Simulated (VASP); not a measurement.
Set up this calculation in VASP 6.6.1, as the native input.

| Item | Value |
| --- | --- |
| Task | single point |
| Functional | LDA |
| Potentials or basis | VASP PAW LDA potentials, release 64 (Ta_pv, S) |
| Cutoff | 500 eV |
| k mesh | 6 × 6 × 4 |
| Occupations | gaussian, width 0.1 eV |
| Spin | collinear spin |
| Starting moments | [0.1, 0.0, 0.0] μB |
| Dipole correction | no |
| Further INCAR settings | ALGO = Normal; EDIFF = 1e-06; NBANDS = 22 |

The structure of TaS2 lies in POSCAR:

```
TaS2
1.0
    3.3828573416      0.0000000000      0.0000000000
   -1.6914286708      2.9296403952      0.0000000000
    0.0000000000      0.0000000000      6.1679785700
Ta S
1 2
Direct
    0.0000000000      0.0000000000      0.0000000000
    0.6666666667      0.3333333333      0.7542821200
    0.3333333333      0.6666666667      0.2457178800
```

These files were run (other wordings do the same):

INCAR

```
SYSTEM = TaS2
PREC = Accurate
ENCUT = 500
EDIFF = 1E-6
ISMEAR = 0
SIGMA = 0.1
LREAL = .False.
LASPH = .True.
NELM = 200
ALGO = Normal
ISIF = 2
LWAVE = .False.
LCHARG = .False.
ISPIN = 2
MAGMOM = 0.1 0 0
LORBIT = 11
LMAXMIX = 4
GGA = CA
NBANDS = 22
GGA_COMPAT = .False.
```

KPOINTS

```
regular mesh
0
Gamma
  6 6 4
  0 0 0
```

Potentials or basis: VASP PAW LDA potentials, release 64 (Ta_pv, S).

Run with:

```console
$ cat potpaw_LDA.64/Ta_pv/POTCAR potpaw_LDA.64/S/POTCAR > POTCAR
$ mpirun -np 1 vasp_std > vasp.out
```

It gave:

```
Pressure                                              : -5.1 GPa
Largest force                                         : 0.268 eV/Å
Net moment                                            : 0.00 μB per cell
Valence electrons inside the program's atomic spheres : Ta 8.81; S 3.71
```

Caveat: the cell stands under tension.

Run time: 29 s on 1 thread of Intel(R) Xeon(R) 6975P-C (Granite Rapids), on a shared host, peak memory 0.19 GiB.
